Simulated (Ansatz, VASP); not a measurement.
## LaMoC2: VASP beside Ansatz

```
CELL_PARAMETERS angstrom
3.66552 0.00000 0.00000
0.00000 3.66552 0.00000
0.00000 0.00000 5.21474
ATOMIC_POSITIONS crystal
La 0.50000 0.50000 0.00000
Mo 0.00000 0.00000 0.50000
C 0.00000 0.50000 0.33914
C 0.50000 0.00000 0.66086
```

Alike in both runs: functional PBE; k mesh 6 × 6 × 4; occupations gaussian, width 0.1 eV; no spin polarisation.

Ansatz relaxed the structure, and its values are those at the end. VASP's run is a single point on that final structure, the one shown.

```csv
,VASP,Ansatz
version,VASP 6.6.1,Ansatz 0.2.0
potentials or method,"VASP PAW PBE potentials, release 64 (La, Mo_sv, C), cutoff 520 eV","scalar-relativistic, plane waves, PAW"
valence electrons in the cell,33,33
```

VASP gave:

```
gap on the k mesh at the Fermi level (eV) : none
pressure (GPa)                            : 0.0
rms of the force components (eV/Å)        : 0.008
```

**Question.** What did Ansatz give for the same quantities?

**Answer.** gap on the k mesh at the Fermi level (eV): none; pressure (GPa): 0.0; rms of the force components (eV/Å): 0.002.

A gap of «none» marks a metal or a gap that the smearing closes. The functional is the same, so the differences come from potentials, cutoffs and numerics.

Neither program's run includes spin-orbit coupling.
